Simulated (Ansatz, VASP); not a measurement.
One calculation of F, two programs

```
F
1.0
     3.07127   -1.76517   -0.23688
     3.07127    1.76517   -0.23688
    -2.30936    0.00000    7.06900
F
4
Direct
  0.08485 0.08485 0.09400
  0.91515 0.91515 0.90600
  0.50157 0.50157 0.59372
  0.49843 0.49843 0.40628
```

Alike in both runs: task single point; functional PBEsol; k mesh 4 × 4 × 2; occupations gaussian, width 0.05 eV; no spin polarisation.

|  | VASP | Ansatz |
| --- | --- | --- |
| version | VASP 6.6.1 | Ansatz 0.2.0 |
| potentials or method | VASP PAW PBE potentials, release 64 (F), cutoff 520 eV | scalar-relativistic, plane waves, PAW |
| valence electrons in the cell | 28 | 28 |

|  | VASP | Ansatz | Ansatz less VASP |
| --- | --- | --- | --- |
| gap on the k mesh at the Fermi level (eV) | 3.15 | 3.23 | +0.083 |
| least direct gap on the mesh (eV) | 3.24 | 3.33 | +0.083 |
| pressure (GPa) | 1.5 | 1.1 | -0.42 |
| traceless stress, the component that is largest in VASP (GPa) | 3.11 | 1.62 | -1.489 |
| rms of the force components (eV/Å) | 0.560 | 0.294 | -0.2662 |

VASP's potentials were made for PBE, not for PBEsol. Atom by atom the forces differ by 0.266 eV/Å (rms over components).

The k mesh is coarse, so the values compare programs but aren't converged.
